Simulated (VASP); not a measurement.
# SiO2 (Cmme) in VASP: electric field gradients with PBE

Aim: the electric field gradients of SiO2 with PBE.

Program: VASP 6.6.1. These are calculated values, not measurements. Logs are shortened: lines on timing, memory, paths and dates and some standing lists are left out, and cuts for length are marked.

## Step 1: The cell of the first run

Symmetry: Cmme, No. 67, orthorhombic system. Conventional cell: a = 8.546 Å, b = 15.269 Å, c = 9.620 Å, α = 90.00°, β = 90.00°, γ = 90.00°. Si (site symmetry 1) has 4 O at 1.60 to 1.62 Å within 2.1 Å. Within 2.1 Å of Si (site symmetry m) lie 4 O at 1.60 to 1.61 Å. Within 2.1 Å of O (site symmetry 2) lie 2 Si at 1.62 Å. O (site symmetry 1) has 2 Si at 1.60 to 1.61 Å within 2.1 Å. O (site symmetry 2) has 2 Si at 1.61 Å within 2.1 Å. O (site symmetry m) has 2 Si at 1.60 Å within 2.1 Å. O (site symmetry mm2) has 2 Si at 1.60 Å within 2.1 Å. Within 2.1 Å of O (site symmetry 2/m) lie 2 Si at 1.60 Å.

## Step 2: Electric field gradients, PBE

INCAR reads:

```
PREC     = Accurate       # precision mode
ENCUT    = 520            # plane-wave cutoff, eV
EDIFF    = 1E-8           # SCF threshold, eV
ISMEAR   = -1             # smearing method
SIGMA    = 0.02           # smearing width, eV
LREAL    = Auto         
LASPH    = True           # aspherical terms in the spheres
NELM     = 60             # most SCF steps
ALGO     = Normal         # electronic algorithm
ISIF     = 2              # what is computed and relaxed
LWAVE    = False          # write WAVECAR
LCHARG   = False          # write CHGCAR
GGA      = PE             # functional
LEFG     = True         
NBANDS   = 120            # bands
```

KPOINTS reads:

```
regular mesh
0
Gamma
  3 3 2
```

POSCAR reads:

```
SiO2
1.0
    4.2732326200     -7.6346609450      0.0000000000
    4.2732326200      7.6346609450      0.0000000000
    0.0000000000      0.0000000000      9.6200782400
Si O
12 24
Direct
    0.5908821000      0.7841250600      0.3487267800
    0.7841250600      0.5908821000      0.6512732200
    0.7158749400      0.9091179000      0.6512732200
    0.9091179000      0.7158749400      0.3487267800
    0.4091179000      0.2158749400      0.6512732200
    0.2158749400      0.4091179000      0.3487267800
    0.2841250600      0.0908821000      0.3487267800
    0.0908821000      0.2841250600      0.6512732200
    0.5627219300      0.0627219300      0.1565603200
    0.0627219300      0.5627219300      0.8434396800
    0.4372780700      0.9372780700      0.8434396800
    0.9372780700      0.4372780700      0.1565603200
    0.6237028200      0.8762971800      0.5000000000
    0.8762971800      0.6237028200      0.5000000000
    0.3762971800      0.1237028200      0.5000000000
    0.1237028200      0.3762971800      0.5000000000
    0.5861185600      0.9133538200      0.2335491900
    0.9133538200      0.5861185600      0.7664508100
    0.5866461800      0.9138814400      0.7664508100
    0.9138814400      0.5866461800      0.2335491900
    0.4138814400      0.0866461800      0.7664508100
    0.0866461800      0.4138814400      0.2335491900
    0.4133538200      0.0861185600      0.2335491900
    0.0861185600      0.4133538200      0.7664508100
    0.7500000000      0.7500000000      0.3113994100
    0.7500000000      0.7500000000      0.6886005900
    0.2500000000      0.2500000000      0.6886005900
    0.2500000000      0.2500000000      0.3113994100
    0.4036993800      0.5963006200      0.3496801600
    0.5963006200      0.4036993800      0.6503198400
    0.9036993800      0.0963006200      0.6503198400
    0.0963006200      0.9036993800      0.3496801600
    0.7500000000      0.2500000000      0.1571086800
    0.2500000000      0.7500000000      0.8428913200
    0.5000000000      0.0000000000      0.0000000000
    0.0000000000      0.5000000000      0.0000000000
```

Potentials or basis: VASP PAW PBE potentials, release 64 (Si, O).

The run is started by

```console
> cat potpaw_PBE.64/Si/POTCAR potpaw_PBE.64/O/POTCAR > POTCAR
> mpirun -np 1 vasp_std > vasp.out
```

OUTCAR:

```text
PREC = Accurate
   ENCUT = 520
   EDIFF = 1E-8
   ISMEAR = -1
   LREAL = Auto
   LASPH = True
   NELM = 60
   ISIF = 2
   GGA = PE

 ion  position               nearest neighbor table
   1  0.591  0.784  0.349-  17 1.60  29 1.60  25 1.61  13 1.62   3 3.10   4 3.14
   2  0.784  0.591  0.651-  18 1.60  30 1.60  26 1.61  14 1.62   4 3.10   3 3.14
   3  0.716  0.909  0.651-  19 1.60  31 1.60  26 1.61  13 1.62   1 3.10   2 3.14
   4  0.909  0.716  0.349-  20 1.60  32 1.60  25 1.61  14 1.62   2 3.10   1 3.14
   5  0.409  0.216  0.651-  21 1.60  30 1.60  27 1.61  15 1.62   7 3.10   8 3.14
   6  0.216  0.409  0.349-  22 1.60  29 1.60  28 1.61  16 1.62   8 3.10   7 3.14
   7  0.284  0.091  0.349-  23 1.60  32 1.60  28 1.61  15 1.62   5 3.10   6 3.14
   8  0.091  0.284  0.651-  24 1.60  31 1.60  27 1.61  16 1.62   6 3.10   5 3.14
   9  0.563  0.063  0.157-  35 1.60  33 1.60  17 1.61  23 1.61
  10  0.063  0.563  0.843-  36 1.60  34 1.60  18 1.61  24 1.61
  11  0.437  0.937  0.843-  35 1.60  34 1.60  19 1.61  21 1.61
  12  0.937  0.437  0.157-  36 1.60  33 1.60  20 1.61  22 1.61
  13  0.624  0.876  0.500-   1 1.62   3 1.62
  14  0.876  0.624  0.500-   2 1.62   4 1.62
  15  0.376  0.124  0.500-   5 1.62   7 1.62
  16  0.124  0.376  0.500-   6 1.62   8 1.62
  17  0.586  0.913  0.234-   1 1.60   9 1.61
[... 17 lines left out ...]
  35  0.500  0.000  0.000-   9 1.60  11 1.60
  36  0.000  0.500  0.000-  10 1.60  12 1.60

  LATTYP: Found a base centered orthorhombic cell.
 ALAT       =     8.5464652400
 B/A-ratio  =     1.7866242313
 C/A-ratio  =     1.1256207063

  Lattice vectors:

 A1 = (   4.2732326200,  -7.6346609450,   0.0000000000)
 A2 = (   4.2732326200,   7.6346609450,   0.0000000000)
 A3 = (   0.0000000000,   0.0000000000,   9.6200782400)

Analysis of symmetry for initial positions (statically):
=====================================================================
 Subroutine PRICEL returns:
 Original cell was already a primitive cell.

 Routine SETGRP: Setting up the symmetry group for a
 base centered orthorhombic supercell.

 Subroutine GETGRP returns: Found  8 space group operations
 (whereof  4 operations were pure point group operations)
 out of a pool of  8 trial point group operations.

The static configuration has the point symmetry C_2h.
 The point group associated with its full space group is D_2h.

Analysis of symmetry for dynamics (positions and initial velocities):
=====================================================================
 Subroutine PRICEL returns:
 Original cell was already a primitive cell.

 Routine SETGRP: Setting up the symmetry group for a
 base centered orthorhombic supercell.

 Subroutine GETGRP returns: Found  8 space group operations
 (whereof  4 operations were pure point group operations)
 out of a pool of  8 trial point group operations.

The dynamic configuration has the point symmetry C_2h.
 The point group associated with its full space group is D_2h.

 Subroutine INISYM returns: Found  8 space group operations
 (whereof  4 operations are pure point group operations),
 and found     1 'primitive' translations

----------------------------------------------------------------------------------------

                                     Primitive cell

  volume of cell :     627.7040

  direct lattice vectors                    reciprocal lattice vectors
     4.273232620 -7.634660945  0.000000000     0.117007438 -0.065490793  0.000000000
     4.273232620  7.634660945  0.000000000     0.117007438  0.065490793  0.000000000
     0.000000000  0.000000000  9.620078240     0.000000000  0.000000000  0.103949259

  length of vectors
     8.749203665  8.749203665  9.620078240     0.134088719  0.134088719  0.103949259

  position of ions in fractional coordinates (direct lattice)
     0.590882100  0.784125060  0.348726780
     0.784125060  0.590882100  0.651273220
     0.715874940  0.909117900  0.651273220
     0.909117900  0.715874940  0.348726780
     0.409117900  0.215874940  0.651273220
     0.215874940  0.409117900  0.348726780
[... 130 lines left out ...]
   ISIF   =      2    stress and relaxation
   ISYM   =      2    0-nonsym 1-usesym 2-fastsym
   POTIM  = 0.5000    time-step for ionic-motion
   TEBEG  =    0.0;   TEEND  =   0.0 temperature during run
   PSTRESS=    0.0 pullay stress
   NELECT =     192.0000    total number of electrons
   NUPDOWN=      -1.0000    fix difference up-down
   EMIN   =  10.00;   EMAX   =-10.00  energy-range for DOS
   EFERMI =   0.00;   METHOD = LEGACY
   ISMEAR =    -1;   SIGMA  =   0.02  broadening in eV -4-tet -1-fermi 0-gaus
   EFERMI_NEDOS =   21; number of points for ismear=-14 and -15
   IALGO  =     38    algorithm
   IMIX   =      4    mixing-type and parameters
     AMIX     =   0.40;   BMIX     =  1.00
     AMIX_MAG =   1.60;   BMIX_MAG =  1.00
  volume/ion in A,a.u.               =      17.44       117.67
  Fermi-wavevector in a.u.,A,eV,Ry     =   1.103037  2.084439 16.554096  1.216692
  Thomas-Fermi vector in A             =   2.239490
   LORBIT       =      0    0 simple, 1 ext, 2 COOP (PROOUT), +10 PAW based schemes
   GGA     = PE    functional components
   LHFCALC =     F    Hartree Fock is set to
   AEXX    =    0.0000 exact exchange contribution
   IVDW    =     0    specifies the selected vdW correction
   LEPSILON=     F    determine dielectric tensor
   LRPA    =     F    only Hartree local field effects (RPA)
 non-spin polarized calculation
  energy-cutoff  :      520.00
  volume of cell :      627.70
 maximum number of plane-waves:     16944
 NGX is ok and might be reduce to    70
   NGX = 33   NGY = 33   NGZ = 35

 number of electron     192.0000013 magnetization

 Free energy of the ion-electron system (eV)
  ---------------------------------------------------
  ext. energy  EPLUGINS =         0.00000000
  ---------------------------------------------------
  free energy    TOTEN  =      -284.35225941 eV

  energy without entropy =     -284.35225941  energy(sigma->0) =     -284.35225941

 E-fermi :  -0.5956     XC(G=0):  -7.3042

 val. band max:       -1.1436030827   @ k =   0.0000   0.0000   0.0000
 cond. band min:       4.4203976872   @ k =   0.0000   0.0000   0.0000
 fundamental gap:      5.5640007700
 Fermi energy:        -0.5956326195

 k-point     1 :       0.0000    0.0000    0.0000
  band No.  band energies     occupation
      1     -20.6147      2.00000
      2     -20.1829      2.00000
      3     -20.0046      2.00000
      4     -19.9701      2.00000
      5     -19.9615      2.00000
      6     -19.9561      2.00000
[... 877 lines left out ...]
    107       7.9566      0.00000
    108       8.0217      0.00000
 [bands above 108 left out]

------------------------ aborting loop because EDIFF is reached ----------------------------------------

  FORCE on cell =-STRESS in cart. coord.  units (eV):
  Direction    XX          YY          ZZ          XY          YZ          ZX
  --------------------------------------------------------------------------------------
  -------------------------------------------------------------------------------------
  Total       14.6005599     15.0407045     14.7518673      0.0000000      0.0000000      0.0000000
  in kB       37.2670661     38.3905092     37.6532693      0.0000000      0.0000000      0.0000000
  external PRESSURE =      37.7702815 kB  Pullay stress =       0.0000000 kB

 VOLUME and BASIS-vectors are now :
 -----------------------------------------------------------------------------
  energy-cutoff  :      520.00
  volume of cell :      627.70
      direct lattice vectors                 reciprocal lattice vectors
     4.273232620 -7.634660945  0.000000000     0.117007438 -0.065490793  0.000000000
     4.273232620  7.634660945  0.000000000     0.117007438  0.065490793  0.000000000
     0.000000000  0.000000000  9.620078240     0.000000000  0.000000000  0.103949259

 POSITION                                       TOTAL-FORCE (eV/Angst)
 -----------------------------------------------------------------------------------
      5.87573      1.47534      3.35478         0.013912     -0.010600      0.020472
      5.87573     -1.47534      6.26530         0.013912      0.010600     -0.020472
      6.94397      1.47534      6.26530        -0.013912     -0.010600     -0.020472
      6.94397     -1.47534      3.35478        -0.013912      0.010600      0.020472
      2.67074     -1.47534      6.26530        -0.013912      0.010600     -0.020472
      2.67074      1.47534      3.35478        -0.013912     -0.010600      0.020472
[... 28 lines left out ...]
      2.13662     -3.81733      0.00000        -0.000000     -0.000000      0.000000
      2.13662      3.81733      0.00000        -0.000000     -0.000000      0.000000
 -----------------------------------------------------------------------------------
    total drift:                                0.000000      0.000000     -0.000000

  FREE ENERGIE OF THE ION-ELECTRON SYSTEM (eV)
  ---------------------------------------------------
  free  energy   TOTEN  =      -284.3522594117 eV

  energy  without entropy=     -284.3522594117  energy(sigma->0) =     -284.35225941

 Electric field gradients (V/A^2)
---------------------------------------------------------------------
 ion       V_xx      V_yy      V_zz      V_xy      V_xz      V_yz
---------------------------------------------------------------------
   1       0.406    -1.289     0.883    -0.108    -0.598     6.141
   2       0.406    -1.289     0.883     0.108     0.598     6.141
   3       0.406    -1.289     0.883     0.108    -0.598    -6.141
   4       0.406    -1.289     0.883    -0.108     0.598    -6.141
   5       0.406    -1.289     0.883    -0.108    -0.598     6.141
   6       0.406    -1.289     0.883     0.108     0.598     6.141
[... 28 lines left out ...]
  35     -31.444   -49.813    81.258     0.000    46.641    -0.000
  36     -31.444   -49.813    81.258    -0.000   -46.641    -0.000
---------------------------------------------------------------------

 Electric field gradients after diagonalization (V/A^2)
 (convention: |V_zz| > |V_xx| > |V_yy|)
----------------------------------------------------------------------
 ion       V_xx      V_yy      V_zz     asymmetry (V_yy - V_xx)/ V_zz
----------------------------------------------------------------------
   1       6.083     0.370    -6.453       0.885
   2       6.083     0.370    -6.453       0.885
   3       6.083     0.370    -6.453       0.885
   4       6.083     0.370    -6.453       0.885
   5       6.083     0.370    -6.453       0.885
   6       6.083     0.370    -6.453       0.885
[... 28 lines left out ...]
  35     -49.813   -48.243    98.056       0.016
  36     -49.813   -48.243    98.056       0.016
----------------------------------------------------------------------

           NMR quadrupolar parameters

 Cq : quadrupolar parameter    Cq=e*Q*V_zz/h
 eta: asymmetry parameters     (V_yy - V_xx)/ V_zz
 Q  : nuclear electric quadrupole moment in mb (millibarn)
----------------------------------------------------------------------
 ion       Cq(MHz)       eta       Q (mb)
----------------------------------------------------------------------
   1      -0.016       0.885       1.000
   2      -0.016       0.885       1.000
   3      -0.016       0.885       1.000
   4      -0.016       0.885       1.000
   5      -0.016       0.885       1.000
   6      -0.016       0.885       1.000
[... 28 lines left out ...]
  35       0.237       0.016       1.000
  36       0.237       0.016       1.000
----------------------------------------------------------------------
```

It took 68 min on 1 thread of Oxide Virtual Turin-like, shared host; peak memory 0.85 GiB.

Results:

* Free energy: -284.3523 eV
* Pressure: 3.8 GPa
* Largest force: 0.291 eV/Å
* Band gap on the k mesh: 5.56 eV
* Largest electric field gradient by atom: Si -6.5, +3.5 (each value once); O +89.6, +95.5, +92.5, +96.5, +97.3, +98.1 (each value once) V/Å²

Forces on the atoms (eV/Å):
```
Si   0.014 -0.011  0.020
Si   0.014  0.011 -0.020
Si  -0.014 -0.011 -0.020
Si  -0.014  0.011  0.020
Si  -0.014  0.011 -0.020
Si  -0.014 -0.011  0.020
Si   0.014  0.011  0.020
Si   0.014 -0.011 -0.020
Si   0.002  0.000  0.006
Si   0.002  0.000 -0.006
Si  -0.002  0.000 -0.006
Si  -0.002  0.000  0.006
O    0.000  0.291  0.000
O    0.000 -0.291  0.000
O    0.000 -0.291  0.000
O    0.000  0.291  0.000
O   -0.002 -0.099 -0.134
O   -0.002  0.099  0.134
O    0.002 -0.099  0.134
O    0.002  0.099 -0.134
O    0.002  0.099  0.134
O    0.002 -0.099 -0.134
O   -0.002  0.099 -0.134
O   -0.002 -0.099  0.134
O    0.000  0.000 -0.251
O    0.000  0.000  0.251
O    0.000  0.000  0.251
O    0.000  0.000 -0.251
O    0.000  0.009 -0.002
O    0.000 -0.009  0.002
O    0.000  0.009  0.002
O    0.000 -0.009 -0.002
O    0.000  0.000  0.010
O    0.000  0.000 -0.010
O    0.000  0.000  0.000
O    0.000  0.000  0.000
```

Levels at points of the mesh, in eV from the valence-band top:
| k point | band 94 | band 95 | band 96 | band 97 | band 98 | band 99 |
| --- | --- | --- | --- | --- | --- | --- |
| (0.00, 0.00, 0.00) | -0.03 | 0.00 | 0.00 | 5.56 | 7.60 | 7.71 |
| (0.00, 0.00, 0.50) | -0.08 | -0.03 | 0.00 | 6.06 | 6.32 | 8.53 |

Electric field gradients, principal values (V/Å²):
| atom | least | middle | greatest (by size) |
| --- | --- | --- | --- |
| 1 Si | 0.370 | 6.083 | -6.453 |
| 2 Si | 0.370 | 6.083 | -6.453 |
| 3 Si | 0.370 | 6.083 | -6.453 |
| 4 Si | 0.370 | 6.083 | -6.453 |
| 5 Si | 0.370 | 6.083 | -6.453 |
| 6 Si | 0.370 | 6.083 | -6.453 |
| 7 Si | 0.370 | 6.083 | -6.453 |
| 8 Si | 0.370 | 6.083 | -6.453 |
| 9 Si | -0.754 | -2.712 | 3.466 |
| 10 Si | -0.754 | -2.712 | 3.466 |
| 11 Si | -0.754 | -2.712 | 3.466 |
| 12 Si | -0.754 | -2.712 | 3.466 |
| 13 O | -36.926 | -52.717 | 89.644 |
| 14 O | -36.926 | -52.717 | 89.644 |
| 15 O | -36.926 | -52.717 | 89.644 |
| 16 O | -36.926 | -52.717 | 89.644 |
| 17 O | -45.586 | -49.946 | 95.531 |
| 18 O | -45.586 | -49.946 | 95.531 |
| 19 O | -45.586 | -49.946 | 95.531 |
| 20 O | -45.586 | -49.946 | 95.531 |
| 21 O | -45.586 | -49.946 | 95.531 |
| 22 O | -45.586 | -49.946 | 95.531 |
| 23 O | -45.586 | -49.946 | 95.531 |
| 24 O | -45.586 | -49.946 | 95.531 |
| 25 O | -40.908 | -51.584 | 92.492 |
| 26 O | -40.908 | -51.584 | 92.492 |
| 27 O | -40.908 | -51.584 | 92.492 |
| 28 O | -40.908 | -51.584 | 92.492 |
| 29 O | -46.684 | -49.855 | 96.540 |
| 30 O | -46.684 | -49.855 | 96.540 |
| 31 O | -46.684 | -49.855 | 96.540 |
| 32 O | -46.684 | -49.855 | 96.540 |
| 33 O | -47.933 | -49.343 | 97.276 |
| 34 O | -47.933 | -49.343 | 97.276 |
| 35 O | -48.243 | -49.813 | 98.056 |
| 36 O | -48.243 | -49.813 | 98.056 |

Caveat: the cell stands under pressure; without QUAD_EFG the Cq values of the log hold for a quadrupole moment of 1 mb, not for the nuclei.
